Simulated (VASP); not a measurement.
# Cd (Pm-3m) in VASP: notebook, part 2 of 2

VASP 6.6.1. The steps go on from the part before.

## 3. Single point, r2SCAN

This run uses another cell than the first one, of 26.05 Å³/atom.

Contents of POSCAR:

```
Cd
1.0
    2.9645614865      0.0000000000      0.0000000000
    0.0000000000      2.9645614865      0.0000000000
    0.0000000000      0.0000000000      2.9645614865
Cd
1
Direct
    0.0000000000      0.0000000000      0.0000000000
```

Contents of INCAR.step1:

```
SYSTEM = Cd
PREC = Accurate
ENCUT = 520
ISMEAR = 0
SIGMA = 0.1
LREAL = .FALSE.
LASPH = .TRUE.
NELM = 80
NBANDS = 12
GGA = PE
ALGO = Normal
EDIFF = 1E-4
LWAVE = .TRUE.
LCHARG = .FALSE.
```

Contents of INCAR.step2:

```
SYSTEM = Cd
PREC = Accurate
ENCUT = 520
EDIFF = 1E-7
ISMEAR = 0
SIGMA = 0.1
LREAL = .FALSE.
LASPH = .TRUE.
NELM = 80
ALGO = Normal
ISIF = 2
LWAVE = .FALSE.
LCHARG = .TRUE.
METAGGA = R2SCAN
LMIXTAU = .TRUE.
LELF = .TRUE.
LVHAR = .TRUE.
NBANDS = 12
ISTART = 1
```

Contents of KPOINTS:

```
Automatic mesh
0
G
  6 6 6
  0 0 0
```

Potentials or basis: VASP PAW PBE potentials, release 64 (Cd).

Launch:

```sh
$ cat potpaw_PBE.64/Cd/POTCAR > POTCAR
$ cp INCAR.step1 INCAR
$ mpirun -np 1 vasp_std > vasp.out
$ cp INCAR.step2 INCAR
$ mpirun -np 1 vasp_std > vasp.out
```

It took 12 s on 1 thread of Intel Xeon Platinum 8488C (Sapphire Rapids), shared host; peak memory 0.14 GiB.

The run converged. Its results:

```
Free energy            : -19.9812 eV
Pressure               : 0.2 GPa
Band gap on the k mesh : zero (bands 6 and 7 overlap by 6.90 eV)
```

Levels at points of the mesh, in eV from the Fermi level:
| k point | band 2 | band 3 | band 4 | band 5 | band 6 | band 7 | band 8 | band 9 | band 10 | band 11 |
| --- | --- | --- | --- | --- | --- | --- | --- | --- | --- | --- |
| (0.00, 0.00, 0.00) | -9.94 | -8.50 | -8.50 | -8.50 | -7.80 | 10.42 | 10.42 | 10.42 | 13.98 | 13.98 |
| (0.50, 0.00, 0.00) | -9.25 | -8.93 | -8.93 | -8.47 | -2.72 | -2.11 | 14.46 | 14.46 | 15.40 | 16.02 |
| (0.50, 0.50, 0.00) | -9.48 | -8.86 | -8.86 | -8.11 | 1.30 | 1.30 | 2.06 | 6.10 | 18.97 | 18.97 |
| (0.50, 0.50, 0.50) | -9.54 | -9.54 | -8.09 | -8.09 | 4.79 | 4.79 | 4.79 | 7.94 | 9.09 | 9.91 |

Caveat: the PAW data sets were made with another functional, which shifts forces and pressure a little.

## 4. Relaxation of cell and atoms, r2SCAN

Contents of POSCAR:

```
Cd
1.0
    2.8282114368      0.0000000000      0.0000000000
    0.0000000000      2.8282114368      0.0000000000
    0.0000000000      0.0000000000      2.8282114368
Cd
1
Direct
    0.0000000000      0.0000000000      0.0000000000
```

Contents of INCAR.step1:

```
SYSTEM = Cd
  ALGO = Normal
  EDIFF = 1E-4
  ENCUT = 600
  GGA = PE
  ISMEAR = 0
  LASPH = .True.
  LCHARG = .False.
  LREAL = .False.
  LWAVE = .True.
  NELM = 60
  PREC = Accurate
  SIGMA = 0.1
```

Contents of INCAR.step2:

```
SYSTEM = Cd
  ALGO = Normal
  EDIFF = 1E-6
  EDIFFG = -0.04
  ENCUT = 600
  IBRION = 2
  ISIF = 3
  ISMEAR = 0
  ISTART = 1
  LASPH = .True.
  LCHARG = .False.
  LMIXTAU = .True.
  LREAL = .False.
  LWAVE = .False.
  METAGGA = R2SCAN
  NELM = 60
  NSW = 90
  PREC = Accurate
  SIGMA = 0.1
```

Contents of KPOINTS:

```
k-points
0
Gamma
  6 6 6
  0 0 0
```

Launch:

```sh
$ cat potpaw_PBE.64/Cd/POTCAR > POTCAR
$ cp INCAR.step1 INCAR
$ mpirun -np 1 vasp_std > vasp.out
$ cp INCAR.step2 INCAR
$ mpirun -np 1 vasp_std > vasp.out
```

Wall time 27 s (1 thread of Intel Xeon Platinum 8488C (Sapphire Rapids), shared host); peak memory 0.14 GiB.

It converged, with:

| Property | Result |
| --- | --- |
| Free energy | -19.9794 eV |
| Relaxed volume | 26.15 Å³/atom |
| Relaxed cell | a = 2.968 Å, b = 2.968 Å, c = 2.968 Å, α = 90.00°, β = 90.00°, γ = 90.00° |
| Space group after relaxing (to 0.1 Å) | Pm-3m (No. 221) |
| Energy gained by relaxing | 81.7 meV/atom |
| Ionic steps | 3 |
| Pressure after relaxing | 0.0 GPa |
| Band gap on the k mesh | zero (bands 6 and 7 overlap by 6.88 eV) |

Step by step:
```
step  energy change (eV)  largest force (eV/Å)  pressure (GPa)  volume (Å³)
   1              0.0000                0.0000            8.55        22.62
   2             -0.0799                0.0000           -0.89        26.81
   3             -0.0817                0.0000            0.05        26.15
```

Final structure:
```
Cd
1.0
     2.96810    0.00000    0.00000
     0.00000    2.96810    0.00000
     0.00000    0.00000    2.96810
Cd
1
Direct
  0.00000 0.00000 0.00000
```

Levels at points of the mesh, in eV from the Fermi level:
```tsv
k point	band 2	band 3	band 4	band 5	band 6	band 7	band 8	band 9	band 10
(0.00, 0.00, 0.00)	-9.93	-8.51	-8.51	-8.51	-7.78	10.39	10.39	10.39	13.95
(0.50, 0.00, 0.00)	-9.24	-8.93	-8.93	-8.47	-2.72	-2.10	14.41	14.41	15.37
(0.50, 0.50, 0.00)	-9.47	-8.86	-8.86	-8.12	1.29	1.29	2.03	6.08	18.93
(0.50, 0.50, 0.50)	-9.53	-9.53	-8.09	-8.09	4.78	4.78	4.78	7.89	9.08
```

Caveat: the k points lie up to 0.35 Å⁻¹ apart in the final cell, too coarse for converged energies and pressures of a metal; the volume moved by over 15 % at a fixed basis, so the end points are rough; the PAW data sets were made with another functional, which shifts forces and pressure a little.

## 5. Single point, r2SCAN

This run uses another cell than the first one, of 25.54 Å³/atom.

Contents of POSCAR:

```
Cd
1.0
    2.9449860476      0.0000000000      0.0000000000
    0.0000000000      2.9449860476      0.0000000000
    0.0000000000      0.0000000000      2.9449860476
Cd
1
Direct
    0.0000000000      0.0000000000      0.0000000000
```

Contents of INCAR.step1:

```
SYSTEM = Cd
  PREC = Accurate
  ENCUT = 520
  ISMEAR = 0
  SIGMA = 0.1
  LREAL = .False.
  LASPH = .True.
  NELM = 60
  NBANDS = 12
  GGA = PE
  ALGO = Normal
  EDIFF = 1E-4
  LWAVE = .True.
  LCHARG = .False.
```

Contents of INCAR.step2:

```
SYSTEM = Cd
  PREC = Accurate
  ENCUT = 520
  EDIFF = 1E-6
  ISMEAR = 0
  SIGMA = 0.1
  LREAL = .False.
  LASPH = .True.
  NELM = 60
  ALGO = Normal
  ISIF = 2
  LWAVE = .False.
  LCHARG = .False.
  METAGGA = R2SCAN
  LMIXTAU = .True.
  NBANDS = 12
  ISTART = 1
```

Contents of KPOINTS:

```
Automatic mesh
0
Gamma
  18 18 18
  0 0 0
```

Launch:

```sh
$ cat potpaw_PBE.64/Cd/POTCAR > POTCAR
$ cp INCAR.step1 INCAR
$ mpirun -np 1 vasp_std > vasp.out
$ cp INCAR.step2 INCAR
$ mpirun -np 1 vasp_std > vasp.out
```

Run time: 69 s. Hardware: 1 thread of Intel Xeon Platinum 8488C (Sapphire Rapids), shared host; peak memory 0.19 GiB.

The run converged. Its results:

```
Free energy            : -19.9397 eV
Pressure               : 0.3 GPa
Band gap on the k mesh : zero (bands 6 and 7 overlap by 7.05 eV)
```

Levels at points of the mesh, in eV from the Fermi level:
```
           k point  band 3  band 4  band 5  band 6  band 7  band 8  band 9  band 10
(0.00, 0.00, 0.00)   -8.62   -8.62   -8.62   -8.02   10.47   10.47   10.47    14.06
(0.50, 0.00, 0.00)   -9.07   -9.07   -8.58   -2.80   -2.28   14.60   14.60    15.41
(0.50, 0.50, 0.00)   -9.00   -9.00   -8.22    1.20    1.20    2.09    6.06    19.06
(0.50, 0.50, 0.50)   -9.70   -8.19   -8.19    4.77    4.77    4.77    8.13     9.05
```

Caveat: the PAW data sets were made with another functional, which shifts forces and pressure a little.

## 6. Relaxation of cell and atoms, r2SCAN

This run uses another cell than the first one, of 26.05 Å³/atom.

Contents of POSCAR:

```
Cd
1.0
    2.9645614865      0.0000000000      0.0000000000
    0.0000000000      2.9645614865      0.0000000000
    0.0000000000      0.0000000000      2.9645614865
Cd
1
Direct
    0.0000000000      0.0000000000      0.0000000000
```

Contents of INCAR.step1:

```
SYSTEM = Cd
PREC = Accurate
ENCUT = 600
ISMEAR = 0
SIGMA = 0.1
LREAL = .FALSE.
LASPH = .TRUE.
NELM = 60
GGA = PE
ALGO = Normal
EDIFF = 1E-4
LWAVE = .TRUE.
LCHARG = .FALSE.
```

Contents of INCAR.step2:

```
SYSTEM = Cd
PREC = Accurate
ENCUT = 600
EDIFF = 1E-7
ISMEAR = 0
SIGMA = 0.1
LREAL = .FALSE.
LASPH = .TRUE.
NELM = 60
ALGO = Normal
ISIF = 3
LWAVE = .FALSE.
LCHARG = .FALSE.
METAGGA = R2SCAN
LMIXTAU = .TRUE.
IBRION = 2
NSW = 100
EDIFFG = -0.01
ISTART = 1
```

Contents of KPOINTS:

```
Automatic mesh
0
G
  18 18 18
  0 0 0
```

Potentials or basis: VASP PAW PBE potentials, release 64 (Cd).

Launch:

```sh
$ cat potpaw_PBE.64/Cd/POTCAR > POTCAR
$ cp INCAR.step1 INCAR
$ mpirun -np 1 vasp_std > vasp.out
$ cp INCAR.step2 INCAR
$ mpirun -np 1 vasp_std > vasp.out
```

Run time: 2 min. Hardware: 1 thread of Intel Xeon Platinum 8488C (Sapphire Rapids), shared host; peak memory 0.2 GiB.

Results (log left out):

```
Free energy                           : -19.9400 eV
Relaxed volume                        : 25.69 Å³/atom
Relaxed cell                          : a = 2.951 Å, b = 2.951 Å, c = 2.951 Å, α = 90.00°, β = 90.00°, γ = 90.00°
Space group after relaxing (to 0.1 Å) : Pm-3m (No. 221)
Energy gained by relaxing             : 0.7 meV/atom
Ionic steps                           : 2
Pressure after relaxing               : -0.1 GPa
Band gap on the k mesh                : zero (bands 6 and 7 overlap by 7.01 eV)
```

The path:
| step | energy change (eV) | largest force (eV/Å) | pressure (GPa) | volume (Å³) |
| --- | --- | --- | --- | --- |
| 1 | 0.0000 | 0.0000 | -0.60 | 26.05 |
| 2 | -0.0007 | 0.0000 | -0.06 | 25.69 |

Final structure:
```
Cd
1.0
     2.95055    0.00000    0.00000
     0.00000    2.95055    0.00000
     0.00000    0.00000    2.95055
Cd
1
Direct
  0.00000 0.00000 0.00000
```

Levels at points of the mesh, in eV from the Fermi level:
| k point | band 4 | band 5 | band 6 | band 7 | band 8 | band 9 |
| --- | --- | --- | --- | --- | --- | --- |
| (0.00, 0.00, 0.00) | -8.62 | -8.62 | -7.98 | 10.44 | 10.44 | 10.44 |
| (0.50, 0.00, 0.00) | -9.06 | -8.58 | -2.80 | -2.26 | 14.54 | 14.54 |
| (0.50, 0.50, 0.00) | -8.99 | -8.22 | 1.20 | 1.20 | 2.05 | 6.04 |
| (0.50, 0.50, 0.50) | -8.20 | -8.20 | 4.75 | 4.75 | 4.75 | 8.05 |

Caveat: the PAW data sets were made with another functional, which shifts forces and pressure a little.

## 7. Summary

```tsv
task	cell	k mesh	cutoff (eV)	gap on the mesh (eV)	pressure (GPa)	relaxed volume (Å³/atom)
single point	a = 2.828 Å, 1 atom	6 × 6 × 6	520	none	8.7	-
single point	a = 2.965 Å, 1 atom	6 × 6 × 6	520	none	0.2	-
relaxation of cell and atoms	relaxed from a = 2.828 Å, 1 atom	6 × 6 × 6	600	none	0.0	26.15
single point	a = 2.945 Å, 1 atom	18 × 18 × 18	520	none	0.3	-
relaxation of cell and atoms	relaxed from a = 2.965 Å, 1 atom	18 × 18 × 18	600	none	-0.1	25.69
```

Alike in all rows: level r2SCAN; potentials or basis VASP PAW PBE potentials, release 64 (Cd); no spin polarisation; smearing gaussian 0.1 eV.

Caveats: some runs use coarse meshes; the PAW data sets were made with another functional, which shifts forces and pressure a little; the volume moved by over 15 % at a fixed basis, so the end points are rough (at least some runs).

Total energies depend on the potentials used, so only differences within one code and one set of settings carry meaning.
